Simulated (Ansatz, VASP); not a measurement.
CaSb4: VASP beside Ansatz

The input INCAR:

```
SYSTEM = CaSb4
PREC = Accurate ; ENCUT = 600
EDIFF = 1E-6 ; ISMEAR = 0
SIGMA = 0.1 ; LREAL = .False.
LASPH = .True. ; NELM = 100
ALGO = Normal ; ISIF = 3
LWAVE = .False. ; LCHARG = .False.
GGA = PE ; IBRION = 2
NSW = 100 ; EDIFFG = -0.01
```

Contents of KPOINTS:

```
Automatic mesh
0
Gamma
  12 12 6
  0 0 0
```

Contents of POSCAR:

```
CaSb4
1.0
    5.5820067407      0.0000000000      0.0000000000
   -2.7910033703      4.8341596415      0.0000000000
    0.0000000000      0.0000000000      6.1809650930
Ca Sb
1 4
Direct
    0.0000000000      0.0000000000      0.5000000000
    0.3333333333      0.6666666667      0.5000000000
    0.6666666667      0.3333333333      0.5000000000
    0.3333333333      0.6666666667      0.0000000000
    0.6666666667      0.3333333333      0.0000000000
```

Input for Ansatz:

```yaml
crystal:
  lattice:
    - [5.5820067407, 0.0, 0.0]
    - [-2.7910033703, 4.8341596415, 0.0]
    - [0.0, 0.0, 6.180965093]
  atoms:
    - { symbol: Ca, position: [0.0, 0.0, 0.5] }
    - { symbol: Sb, position: [0.3333333333, 0.6666666667, 0.5] }
    - { symbol: Sb, position: [0.6666666667, 0.3333333333, 0.5] }
    - { symbol: Sb, position: [0.3333333333, 0.6666666667, 0.0] }
    - { symbol: Sb, position: [0.6666666667, 0.3333333333, 0.0] }
basis:
  ecutwfc: 420
kpoints:
  mp_grid: { grid: [12, 12, 6] }
hamiltonian:
  xc: pbe
scf:
  occupations: { method: gaussian, width: 0.1 }
output:
  forces: true
  stress: true
  eigenvalues: true
relax:
  adjacent_minimum: "off"
  f_tol: 0.01
  max_steps: 80
  cell: { stress_tol: 0.05 }
```

Alike in both runs: task relaxation of cell and atoms; functional PBE; k mesh 12 × 12 × 6; occupations gaussian, width 0.1 eV; no spin polarisation.

|  | VASP | Ansatz |
| --- | --- | --- |
| version | VASP 6.6.1 | Ansatz 0.2.0 |
| potentials or method | VASP PAW PBE potentials, release 64 (Ca_sv, Sb), cutoff 600 eV | scalar-relativistic, plane waves, PAW |
| valence electrons in the cell | 30 | 70 |

```tsv
	VASP	Ansatz	Ansatz less VASP
gap on the k mesh at the Fermi level, each at its own relaxed structure (eV)	none	none	-
relaxed volume (Å³/atom)	33.66	33.64	-0.017
relaxed length of the cell vector where the two differ most in proportion (Å)	5.620	5.618	-0.0016
```

A gap of «none» marks a metal or a gap that the smearing closes. VASP's potentials hold 30 valence electrons a cell and Ansatz's 70, so a difference there can come from the potentials and not from the codes.

Spin-orbit coupling is off throughout.
